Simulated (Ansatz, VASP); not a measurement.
One calculation of TeW, two programs

```
Te W
1.0
     0.00000    3.05471    3.05471
     3.05471    0.00000    3.05471
     3.05471    3.05471    0.00000
Te W
1 1
Cartesian
  1.5274 1.5274 1.5274
  0.0000 0.0000 0.0000
```

Change from the starting cell: species swapped into the ZnTe type (F-43m, No. 216).

Alike in both runs: functional PBE; k mesh 6 × 6 × 6; occupations gaussian, width 0.2 eV; no spin polarisation.

Ansatz relaxed the structure, and its values are those at the end. VASP's run is a single point on that final structure, the one shown.

```csv
,VASP,Ansatz
version,VASP 6.6.1,Ansatz 0.2.0
potentials or method,"VASP PAW PBE potentials, release 64 (Te, W_sv), cutoff 500 eV","scalar-relativistic, plane waves, PAW"
valence electrons in the cell,20,30
```

|  | VASP | Ansatz | Ansatz less VASP |
| --- | --- | --- | --- |
| gap on the k mesh at the Fermi level (eV) | none | none | - |
| pressure (GPa) | -0.4 | -0.4 | +0.01 |

A gap of «none» marks a metal or a gap that the smearing closes. VASP's potentials hold 20 valence electrons a cell and Ansatz's 30, so a difference there can come from the potentials and not from the codes.

Neither program's run includes spin-orbit coupling.
